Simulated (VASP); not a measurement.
Set up this calculation in VASP 6.6.1, as the native input.

- Task: single point
- Functional: PBE
- Potentials or basis: VASP PAW PBE potentials, release 64 (Be, C, O)
- Cutoff: 520 eV
- k mesh: 6 × 6 × 1
- Occupations: gaussian, width 0.1 eV
- Spin: no spin polarisation
- Dipole correction: yes
- Further INCAR settings: LREAL = Auto; ALGO = Normal; EDIFF = 1e-06; NBANDS = 36

The structure of Be16CO lies in POSCAR:

```
Be16CO
1.0
    4.5254381410      0.0000000000      0.0000000000
   -2.2627190705      3.9191443934      0.0000000000
    0.0000000000      0.0000000000     23.4761687145
Be C O
16 1 1
Direct
    0.3333333333      0.1666666667      0.1703855535
    0.3333333333      0.6666666667      0.1703855535
    0.8333333333      0.1666666667      0.1703855535
    0.8333333333      0.6666666667      0.1703855535
    0.1666666667      0.3333333333      0.2463521558
    0.1666666667      0.8333333333      0.2463521558
    0.6666666667      0.3333333333      0.2463521558
    0.6666666667      0.8333333333      0.2463521558
    0.3333333333      0.1666666667      0.3241941575
    0.3333333333      0.6666666667      0.3241941575
    0.8333333333      0.1666666667      0.3241941575
    0.8333333333      0.6666666667      0.3241941575
    0.1666666667      0.3333333333      0.4036505628
    0.1666666667      0.8333333333      0.4036505628
    0.6666666667      0.3333333333      0.4036505628
    0.6666666667      0.8333333333      0.4036505628
    0.1666666667      0.3333333333      0.5301618363
    0.2406624093      0.2593375907      0.5729537194
```

These files were run (other wordings do the same):

INCAR

```
SYSTEM = Be16CO
PREC     = Accurate       ! precision mode
ENCUT    = 520            ! plane-wave cutoff, eV
EDIFF    = 1E-6           ! SCF threshold, eV
ISMEAR   = 0              ! smearing method
SIGMA    = 0.1            ! smearing width, eV
LREAL    = Auto         
LASPH    = .True.         ! aspherical terms in the spheres
NELM     = 100            ! most SCF steps
ALGO     = Normal         ! electronic algorithm
ISIF     = 2              ! what is computed and relaxed
LWAVE    = .False.        ! write WAVECAR
LCHARG   = .False.        ! write CHGCAR
LDIPOL   = .True.       
IDIPOL   = 3            
DIPOL    = 0.5 0.5 0.316
GGA      = PE             ! functional
NBANDS   = 36             ! bands
```

KPOINTS

```
Automatic mesh
0
Gamma
  6 6 1
  0 0 0
```

Potentials or basis: VASP PAW PBE potentials, release 64 (Be, C, O).

Run with:

```bash
$ cat potpaw_PBE.64/Be/POTCAR potpaw_PBE.64/C/POTCAR potpaw_PBE.64/O/POTCAR > POTCAR
$ mpirun -np 1 vasp_std > vasp.out
```

Results of the run:

| Property | Result |
| --- | --- |
| Largest force | 1.700 eV/Å |
| Band gap on the k mesh | zero (band 21 reaches -0.70 eV, above the bottom of band 22 at -2.97 eV) |

It took 5 min on 1 thread of Intel(R) Xeon(R) Platinum 8488C (Sapphire Rapids), with other jobs on the host, peak memory 0.55 GiB.
